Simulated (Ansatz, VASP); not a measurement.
Two plane-wave programs on Ca

```xyz
2
Lattice="1.9103 -3.3118 0.0000 1.9103 3.3118 0.0000 0.0000 0.0000 6.2630" Properties=species:S:1:pos:R:3 pbc="T T T"
Ca    1.9103   -2.2092    1.5658
Ca    1.9103    2.2092    4.6973
```

Change from the starting cell: volume scaled by 0.970, atoms relaxed by PAW.

Alike in both runs: functional PBEsol; k mesh 8 × 8 × 6; occupations fermi-dirac, width 0.08 eV; no spin polarisation.

Ansatz relaxed the structure, and its values are those at the end. VASP's run is a single point on that final structure, the one shown.

|  | VASP | Ansatz |
| --- | --- | --- |
| version | VASP 6.6.1 | Ansatz 0.2.0 |
| potentials or method | VASP PAW PBE potentials, release 64 (Ca_sv) | PAW with Ansatz's default frozen-core files, scalar-relativistic |
| plane-wave cutoff (eV) | 520 | 420 |
| valence electrons in the cell | 20 | 20 |

|  | VASP | Ansatz | Ansatz less VASP |
| --- | --- | --- | --- |
| pressure (GPa) | 0.6 | 0.6 | -0.01 |

VASP's potentials were made for PBE, not for PBEsol. With one functional, cell and mesh, what is left measures potentials, basis and numerics. Ansatz's warnings: stress scf threshold loose.
